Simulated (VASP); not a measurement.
Here is a VASP 6.6.1 calculation.

INCAR

```
SYSTEM = F
PREC = Accurate
ENCUT = 520
EDIFF = 1E-6
ISMEAR = 0
SIGMA = 0.02
LREAL = .False.
LASPH = .True.
NELM = 60
ALGO = Normal
ISIF = 2
LWAVE = .False.
LCHARG = .False.
GGA = PE
NBANDS = 22
```

KPOINTS

```
Automatic mesh
0
Gamma
  10 10 4
  0 0 0
```

POSCAR

```
F
1.0
    2.7789575000     -1.7268872000     -0.1100000000
    2.7789575000      1.7268872000     -0.1100000000
   -1.8369849853      0.0000000000      7.3821025636
F
4
Direct
    0.0472850647      0.0472850647      0.0980971502
    0.9527149353      0.9527149353      0.9019028498
    0.4919668043      0.4919668043      0.5918529458
    0.5080331957      0.5080331957      0.4081470542
```

Potentials or basis: VASP PAW PBE potentials, release 64 (F).

Launch:

```bash
$ cat potpaw_PBE.64/F/POTCAR > POTCAR
$ mpirun -np 1 vasp_std > vasp.out
```

(1) Estimate the band gap on the k mesh.

(2) What does it give for the pressure?

Results:

(1) 2.59 eV, direct.

(2) -0.5 GPa.

Caveat: the cell differs from its parent crystal (strained and its atoms moved).
